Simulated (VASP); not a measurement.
Set up this calculation in VASP 6.6.1, as the native input.

```
Task                   : single point
Functional             : PBE
Potentials or basis    : VASP PAW PBE potentials, release 64 (C, Si)
Cutoff                 : 520 eV
k mesh                 : 8 × 8 × 8
Occupations            : gaussian, width 0.01 eV
Spin                   : no spin polarisation
Dipole correction      : no
Further INCAR settings : ALGO = Normal; EDIFF = 1e-06; NBANDS = 16
```

The structure of SiC3 lies in POSCAR:

```
SiC3
1.0
    1.4332373542      0.8274799722      4.7407163071
   -1.4332373542      0.8274799722      4.7407163071
    0.0000000000     -1.6549599445      4.7407163071
C Si
3 1
Direct
    1.0086192312      0.0086192312      0.0086192312
    0.4883538732      0.4883538732      0.4883538732
    0.3791214684      0.3791214684      0.3791214684
    0.8739054272      0.8739054272      0.8739054272
```

This cell differs from its parent crystal: volume changed by +3%.

The input as run:

INCAR

```
SYSTEM = SiC3
  ALGO = Normal
  EDIFF = 1E-6
  ENCUT = 520
  GGA = PE
  ISIF = 2
  ISMEAR = 0
  LASPH = .TRUE.
  LCHARG = .FALSE.
  LREAL = .FALSE.
  LWAVE = .FALSE.
  NBANDS = 16
  NELM = 60
  PREC = Accurate
  SIGMA = 0.01
```

KPOINTS

```
k-points
0
G
  8 8 8
  0 0 0
```

Potentials or basis: VASP PAW PBE potentials, release 64 (C, Si).

Run with:

```bash
$ cat potpaw_PBE.64/C/POTCAR potpaw_PBE.64/Si/POTCAR > POTCAR
$ mpirun -np 1 vasp_std > vasp.out
```

Results of the run:

```json
{
 "Pressure": "-7.6 GPa",
 "Largest force": "0.193 eV/Å",
 "Band gap on the k mesh": "1.51 eV, indirect (least direct gap 3.11 eV)"
}
```

Wall time 2.2 min on 1 thread of Intel Xeon 8259CL, with other jobs on the host, peak memory 0.23 GiB.
